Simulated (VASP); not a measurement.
**InP: single point with PBEsol**

InP:

```
CELL_PARAMETERS angstrom
0.00000 2.72404 2.72404
2.72404 0.00000 2.72404
2.72404 2.72404 0.00000
ATOMIC_POSITIONS crystal
In 0.00000 0.00000 0.00000
P 0.50000 0.50000 0.50000
```

* Program: VASP 6.6.1
* Task: single point
* Functional: PBEsol
* Potentials or basis: VASP PAW PBE potentials, release 64 (In_d, P)
* Cutoff: 520 eV
* k mesh: 10 × 10 × 10
* Occupations: gaussian, width 0.05 eV
* Spin: no spin polarisation

| Property | Result |
| --- | --- |
| Pressure | 0.5 GPa |
| Band gap on the k mesh | zero (bands 9 and 10 overlap by 2.80 eV) |

Levels at points of the mesh, in eV from the Fermi level:
| k point | band 6 | band 7 | band 8 | band 9 | band 10 | band 11 | band 12 | band 13 |
| --- | --- | --- | --- | --- | --- | --- | --- | --- |
| (0.00, 0.00, 0.00) | -12.37 | -0.28 | -0.28 | -0.28 | 0.91 | 7.11 | 7.11 | 7.11 |
| (0.50, 0.00, 0.00) | -10.11 | -6.91 | 0.21 | 0.21 | 2.47 | 3.38 | 3.38 | 5.57 |
| (0.50, 0.50, 0.00) | -8.83 | -5.27 | -2.48 | -2.48 | -2.47 | 3.69 | 10.27 | 10.27 |

Wall time 48 s on 1 thread of Intel Xeon 8259CL (shared host), peak memory 0.18 GiB.

Caveat: the PAW data sets were made with another functional, which shifts forces and pressure a little; spin-orbit coupling is left out, which moves the levels of the heavy elements.
